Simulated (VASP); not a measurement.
CaCdF4:

```
Ca F Cd
1.0
     1.91200    1.10389    6.26643
    -1.91200    1.10389    6.26643
     0.00000   -2.20779    6.26643
Ca F Cd
1 4 1
Direct
  0.00000 0.00000 0.00000
  0.12536 0.12536 0.12536
  0.37552 0.37552 0.37552
  0.62448 0.62448 0.62448
  0.87464 0.87464 0.87464
  0.50000 0.50000 0.50000
```

Base run:

| Item | Value |
| --- | --- |
| Program | VASP 6.6.1 |
| Functional | r2SCAN |
| Potentials or basis | VASP PAW PBE potentials, release 64 (Ca_sv, F, Cd) |
| Cutoff | 520 eV |
| k mesh | 8 × 8 × 8 |
| Occupations | fermi-dirac, width 0.02 eV |
| Spin | no spin polarisation |

Its results: band gap on the k mesh 5.14 eV (least direct gap 5.45 eV); pressure 0.8 GPa; largest force 0.014 eV/Å.

Question: The run is repeated on the same cell with these changes: functional from r2SCAN to PBE. What comes out?

Answer: Band gap on the k mesh 4.46 eV (least direct gap 4.77 eV); pressure 4.9 GPa; largest force 0.091 eV/Å.

Caveats: the PAW data sets were made with another functional, which shifts forces and pressure a little (at least some runs); the cell stands under pressure (at least some runs).

A k mesh can miss the band edges.
